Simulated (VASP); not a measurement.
## Li7CaNb8O24 (a cell with a defect): single point with PBE

System: Li7CaNb8O24 (a cell with a defect).

```
CELL_PARAMETERS angstrom
2.59495 1.49820 4.67222
-5.18990 2.99639 9.34445
0.00000 -5.99278 9.34445
ATOMIC_POSITIONS crystal
Li 0.71643 0.36335 0.36368
Li 0.21680 0.11451 0.11059
Li 0.74006 0.36340 0.85243
Li 0.22823 0.11480 0.60473
Li 0.71129 0.86031 0.36776
Li 0.21507 0.61090 0.11532
Li 0.72162 0.85235 0.86158
Nb 0.02747 0.50263 0.49604
Nb 0.50675 0.25032 0.25259
Nb 0.99629 0.49709 0.01382
Nb 0.51796 0.24173 0.76064
Nb 0.98835 0.01393 0.50009
Nb 0.50739 0.76360 0.24290
Nb 0.00605 0.00350 0.00290
Nb 0.48163 0.75350 0.75963
O 0.28505 0.31914 0.44023
O 0.62656 0.44485 0.14023
O 0.89125 0.14343 0.31204
O 0.38856 0.07014 0.39093
O 0.76866 0.19427 0.06840
O 0.13438 0.38542 0.19608
O 0.26194 0.32071 0.94146
O 0.68455 0.42358 0.64285
O 0.90213 0.13446 0.81610
O 0.39843 0.06135 0.88901
O 0.77087 0.19196 0.56965
O 0.16378 0.38961 0.68922
O 0.28018 0.83773 0.42489
O 0.63671 0.94746 0.13053
O 0.88746 0.63882 0.32159
O 0.39499 0.57265 0.39030
O 0.77438 0.69077 0.07111
O 0.13562 0.88652 0.19282
O 0.25147 0.82125 0.94308
O 0.64616 0.93879 0.63139
O 0.84541 0.64228 0.83689
O 0.37838 0.56622 0.88301
O 0.76483 0.68684 0.57567
O 0.13168 0.88172 0.69059
Ca 0.24065 0.61682 0.61997
```

```
Program             : VASP 6.6.1
Task                : single point
Functional          : PBE
Potentials or basis : VASP PAW PBE potentials, release 64 (Li_sv, Nb_sv, O, Ca_sv)
Cutoff              : 520 eV
k mesh              : 1 × 1 × 1, shifted
Occupations         : gaussian, width 0.01 eV
Spin                : collinear spin
Fixed moment        : 2 μB
```

| Property | Result |
| --- | --- |
| Largest force | 0.066 eV/Å |
| Net moment | 2.00 μB per cell |
| Site moments | Li +0.00; Nb +0.18, +0.17, +0.21, +0.23, +0.20, +0.26, +0.25 (each value once); O -0.01, +0.00, -0.00, -0.02 (each value once); Ca +0.00 μB |
| Valence electrons inside the program's atomic spheres | Li 2.06, 2.07 (each value once); Nb 10.44, 10.43, 10.45 (each value once); O 5.08, 5.07, 5.10, 5.09, 5.06 (each value once); Ca 8.28 |

Forces on the atoms (eV/Å):
```
Li  -0.003 -0.001 -0.007
Li  -0.002 -0.003 -0.010
Li  -0.003  0.004 -0.002
Li   0.000  0.000 -0.001
Li   0.003  0.000 -0.003
Li   0.000  0.000 -0.008
Li   0.002 -0.003 -0.007
Nb  -0.002  0.005  0.004
Nb  -0.007 -0.002  0.040
Nb  -0.021 -0.020  0.009
Nb   0.000  0.030 -0.003
Nb  -0.001 -0.001  0.009
Nb   0.000 -0.017 -0.001
Nb   0.008  0.003 -0.005
Nb   0.009  0.004  0.030
O   -0.017  0.010  0.000
O    0.019  0.003 -0.003
O   -0.016 -0.016 -0.011
O   -0.013  0.007 -0.001
O   -0.003 -0.009  0.002
O    0.016  0.015 -0.001
O   -0.006  0.009  0.006
O    0.060  0.019  0.022
O   -0.003 -0.015 -0.004
O   -0.008  0.005  0.001
O    0.009 -0.013 -0.001
O    0.022 -0.004 -0.021
O   -0.027  0.061 -0.002
O    0.016 -0.015 -0.007
O    0.000 -0.020  0.001
O   -0.019  0.019 -0.023
O   -0.004 -0.022  0.008
O    0.026  0.007  0.012
O   -0.002  0.017 -0.009
O    0.008  0.000 -0.005
O   -0.028 -0.057  0.001
O   -0.012  0.002 -0.004
O   -0.003 -0.023 -0.010
O    0.010  0.015 -0.002
Ca  -0.008  0.008  0.005
```

Run time: 12 min on 1 thread of Intel Xeon 8259CL, with other jobs on the host, peak memory 0.92 GiB.

Caveat: the k points lie up to 1.14 Å⁻¹ apart, too coarse for converged energies, forces and pressures; the cell carries a net charge on a neutralising background, which shifts energy and pressure; the moment is held away from its start; the total moment is fixed, so each spin has its own Fermi level and the state may be an excited one.
